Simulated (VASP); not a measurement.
**SiNi: single point with PBE**

Crystal: SiNi.

```xyz
8
Lattice="5.1513 0.0000 0.0000 0.0000 3.3778 0.0000 0.0000 0.0000 5.6187" Properties=species:S:1:pos:R:3 pbc="T T T"
Si    1.6554    2.5333    0.4729
Si    0.9202    0.8444    3.2823
Si    4.2310    2.5333    2.3364
Si    3.4959    0.8444    5.1458
Ni    0.0428    0.8444    1.0589
Ni    2.5329    2.5333    3.8682
Ni    2.6184    0.8444    1.7505
Ni    5.1085    2.5333    4.5599
```

| Item | Value |
| --- | --- |
| Program | VASP 6.6.1 |
| Task | single point |
| Functional | PBE |
| Potentials or basis | VASP PAW PBE potentials, release 64 (Si, Ni) |
| Cutoff | 520 eV |
| k mesh | 8 × 10 × 6 |
| Occupations | gaussian, width 0.05 eV |
| Spin | no spin polarisation |

```json
{
  "Pressure": "0.0 GPa",
  "Largest force": "0.011 eV/Å",
  "Band gap on the k mesh": "zero (bands 28 and 29 overlap by 1.81 eV)"
}
```

Forces on the atoms (eV/Å):
```
Si   0.001  0.000  0.004
Si  -0.001  0.000  0.004
Si   0.001  0.000 -0.004
Si  -0.001  0.000 -0.004
Ni   0.011  0.000 -0.002
Ni  -0.011  0.000 -0.002
Ni   0.011  0.000  0.002
Ni  -0.011  0.000  0.002
```

Stress tensor (GPa, compression positive):
```
 0.03  0.00  0.00
 0.00 -0.08  0.00
 0.00  0.00  0.03
```

Levels at points of the mesh, in eV from the Fermi level:
| k point | band 26 | band 27 | band 28 | band 29 | band 30 | band 31 |
| --- | --- | --- | --- | --- | --- | --- |
| (0.00, 0.00, 0.00) | -1.12 | -1.12 | -0.92 | 0.64 | 1.25 | 3.30 |
| (0.50, 0.00, 0.00) | -1.81 | 1.05 | 1.05 | 1.09 | 1.09 | 3.64 |
| (0.00, 0.50, 0.00) | -1.85 | -1.37 | -1.37 | -0.59 | -0.59 | 1.98 |
| (0.50, 0.50, 0.00) | -1.65 | -1.65 | -1.65 | 0.45 | 0.45 | 0.45 |
| (0.00, 0.00, 0.50) | -1.40 | -0.24 | -0.24 | 0.92 | 0.92 | 3.22 |
| (0.50, 0.00, 0.50) | -1.00 | 0.78 | 0.78 | 2.29 | 2.29 | 2.76 |
| (0.00, 0.50, 0.50) | -1.93 | -1.66 | -1.66 | 0.17 | 0.17 | 1.28 |
| (0.50, 0.50, 0.50) | -1.85 | -1.85 | -1.85 | 2.52 | 2.52 | 2.52 |

Run time: 2.9 min on 1 thread of Intel(R) Xeon(R) 6975P-C (Granite Rapids), on a shared host, peak memory 0.44 GiB.

Spin polarisation is off, so any magnetic state and its effect on volume and gap are missing.
